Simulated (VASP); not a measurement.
# Al (Im-3m) in VASP: notebook, part 2 of 2

VASP 6.6.1. The steps go on from the part before.

## 3. Single point, LDA (volume scaled by 0.45)

Contents of INCAR:

```
PREC = Accurate
ENCUT = 520
EDIFF = 1E-6
ISMEAR = -1
SIGMA = 0.08
LREAL = False
LASPH = True
NELM = 80
ALGO = Normal
ISIF = 2
LWAVE = False
LCHARG = True
GGA = CA
LELF = True
LVHAR = True
NBANDS = 8
```

Contents of KPOINTS:

```
Automatic mesh
0
Gamma
  19 19 19
```

Contents of POSCAR:

```
Al
1.0
   -1.2217821262      1.2217821262      1.2217821262
    1.2217821262     -1.2217821262      1.2217821262
    1.2217821262      1.2217821262     -1.2217821262
Al
1
Direct
    0.0000000000      0.0000000000      0.0000000000
```

Potentials or basis: VASP PAW LDA potentials, release 64 (Al).

Launch:

```console
> cat potpaw_LDA.64/Al/POTCAR > POTCAR
> mpirun -np 1 vasp_std > vasp.out
```

OUTCAR:

```text
PREC = Accurate
   ENCUT = 520
   EDIFF = 1E-6
   ISMEAR = -1
   LREAL = False
   LASPH = True
   NELM = 80
   ISIF = 2
   GGA = CA

 ion  position               nearest neighbor table
   1  0.000  0.000  0.000-

  LATTYP: Found a body centered cubic cell.
 ALAT       =     2.4435642524

  Lattice vectors:

 A1 = (  -1.2217821262,   1.2217821262,   1.2217821262)
 A2 = (   1.2217821262,  -1.2217821262,   1.2217821262)
[... 433 lines left out ...]
 k-point    24 :       0.3158    0.1053    0.0000
  band No.  band energies     occupation
      1       8.4603      2.00000
      2      19.6921      0.01284
      3      28.0330      0.00000
      4      36.0550      0.00000
      5      38.5735      0.00000
      6      44.0345      0.00000
      7      49.2116      0.00000
      8      55.2447      0.00000

 [... further k-points ...]
[... 5 lines left out ...]
  --------------------------------------------------------------------------------------
  -------------------------------------------------------------------------------------
  Total       14.3102758     14.3102758     14.3102758      0.0000000     -0.0000000      0.0000000
  in kB     3142.8039696   3142.8039696   3142.8039696      0.0000000     -0.0000000      0.0000000
  external PRESSURE =    3142.8039696 kB  Pullay stress =       0.0000000 kB

 VOLUME and BASIS-vectors are now :
 -----------------------------------------------------------------------------
  energy-cutoff  :      520.00
  volume of cell :        7.30
      direct lattice vectors                 reciprocal lattice vectors
    -1.221782126  1.221782126  1.221782126     0.000000000  0.409238267  0.409238267
     1.221782126 -1.221782126  1.221782126     0.409238267  0.000000000  0.409238267
     1.221782126  1.221782126 -1.221782126     0.409238267  0.409238267  0.000000000

 POSITION                                       TOTAL-FORCE (eV/Angst)
 -----------------------------------------------------------------------------------
      0.00000      0.00000      0.00000         0.000000     -0.000000      0.000000
 -----------------------------------------------------------------------------------
    total drift:                                0.000000     -0.000000     -0.000000

  FREE ENERGIE OF THE ION-ELECTRON SYSTEM (eV)
  ---------------------------------------------------
  free  energy   TOTEN  =         0.3328842895 eV

  energy  without entropy=        0.3376531229  energy(sigma->0) =        0.33526871
```

stdout:

```text
POSCAR found type information on POSCAR Al
 POSCAR found :  1 types and       1 ions
 scaLAPACK will be used
 LDA part: xc-table for (Slater(with rela. corr.)+CA(PZ))
 , standard interpolation
 POSCAR, INCAR and KPOINTS ok, starting setup
 FFT: planning ... GRIDC
 FFT: planning ... GRID_SOFT
 FFT: planning ... GRID
 WAVECAR not read
 entering main loop
```

Wall time 4.6 s (1 thread of Intel Xeon Platinum 8259CL at 2.50GHz (Skylake/Cascade Lake), shared host); peak memory 0.11 GiB.

Results:

```
Free energy : 0.3329 eV
Pressure    : 314.3 GPa
```

Levels at points of the mesh, in eV from the Fermi level:
| k point | band 1 | band 2 | band 3 | band 4 | band 5 | band 6 |
| --- | --- | --- | --- | --- | --- | --- |
| (0.00, 0.00, 0.00) | -17.50 | 19.49 | 19.49 | 19.49 | 24.38 | 24.38 |

Caveat: the cell differs from its parent crystal (volume scaled by 0.45).

## 4. Single point, PBE

This run uses another cell than the first one, of 7.30 Å³/atom, 0.462 times its volume.

Contents of INCAR:

```
ALGO = Normal ; EDIFF = 1E-6
ENCUT = 520 ; GGA = PE
ISIF = 2 ; ISMEAR = -1
LASPH = True ; LCHARG = False
LREAL = False ; LWAVE = False
NBANDS = 8 ; NELM = 100
PREC = Accurate ; SIGMA = 0.08
```

Contents of KPOINTS:

```
k-points
0
Gamma
  19 19 19
```

POSCAR is that of step 3.

Potentials or basis: VASP PAW PBE potentials, release 64 (Al).

Launch:

```console
> cat potpaw_PBE.64/Al/POTCAR > POTCAR
> mpirun -np 1 vasp_std > vasp.out
```

Run time: 5.3 s. Hardware: 1 thread of Intel Xeon Platinum 8259CL at 2.50GHz (Skylake/Cascade Lake), shared host; peak memory 0.12 GiB.

Results (log left out):

```
Free energy : 1.2210 eV
Pressure    : 331.4 GPa
```

Levels at points of the mesh, in eV from the Fermi level:
```csv
k point,band 1,band 2,band 3,band 4,band 5,band 6
"(0.00, 0.00, 0.00)",-17.58,19.71,19.71,19.71,24.47,24.47
```

## 5. Single point, LDA (volume scaled by 0.52)

Contents of INCAR:

```
ALGO     = Normal         # electronic algorithm
EDIFF    = 1E-7           # SCF threshold, eV
ENCUT    = 520            # plane-wave cutoff, eV
GGA      = CA             # functional
ISIF     = 2              # what is computed and relaxed
ISMEAR   = -1             # smearing method
LASPH    = True           # aspherical terms in the spheres
LCHARG   = False          # write CHGCAR
LREAL    = False          # projectors in reciprocal space
LWAVE    = False          # write WAVECAR
NBANDS   = 8              # bands
NELM     = 60             # most SCF steps
PREC     = Accurate       # precision mode
SIGMA    = 0.08           # smearing width, eV
```

KPOINTS is that of step 4.

Contents of POSCAR:

```
Al
1.0
   -1.2821063290      1.2821063290      1.2821063290
    1.2821063290     -1.2821063290      1.2821063290
    1.2821063290      1.2821063290     -1.2821063290
Al
1
Direct
    0.0000000000      0.0000000000      0.0000000000
```

Potentials or basis: VASP PAW LDA potentials, release 64 (Al).

Launch:

```console
> cat potpaw_LDA.64/Al/POTCAR > POTCAR
> mpirun -np 1 vasp_std > vasp.out
```

It took 11 s on 1 thread of Intel Xeon Platinum 8259CL at 2.50GHz (Skylake/Cascade Lake), shared host; peak memory 0.11 GiB.

The run converged. Its results:

* Free energy: -1.4246 eV
* Pressure: 192.8 GPa

Levels at points of the mesh, in eV from the Fermi level:
| k point | band 1 | band 2 | band 3 | band 4 |
| --- | --- | --- | --- | --- |
| (0.00, 0.00, 0.00) | -16.37 | 18.08 | 18.08 | 18.08 |

Caveat: the cell differs from its parent crystal (volume scaled by 0.52).

## 6. Summary

| task | level | potentials or basis | cell | cutoff (eV) | gap on the mesh (eV) | pressure (GPa) |
| --- | --- | --- | --- | --- | --- | --- |
| relaxation of cell and atoms | LDA | VASP PAW LDA potentials, release 64 (Al) | relaxed from a = 2.738 Å, angles 109.5°, 1 atom | 600 | none | 0.0 |
| single point | LDA | VASP PAW LDA potentials, release 64 (Al) | a = 2.116 Å, angles 109.5°, 1 atom | 520 | none | 314.3 |
| single point | PBE | VASP PAW PBE potentials, release 64 (Al) | a = 2.116 Å, angles 109.5°, 1 atom | 520 | none | 331.4 |
| single point | LDA | VASP PAW LDA potentials, release 64 (Al) | a = 2.221 Å, angles 109.5°, 1 atom | 520 | none | 192.8 |

Alike in all rows: no spin polarisation; k mesh 19 × 19 × 19; smearing fermi-dirac 0.08 eV.

Total energies depend on the potentials used, so only differences within one code and one set of settings carry meaning.
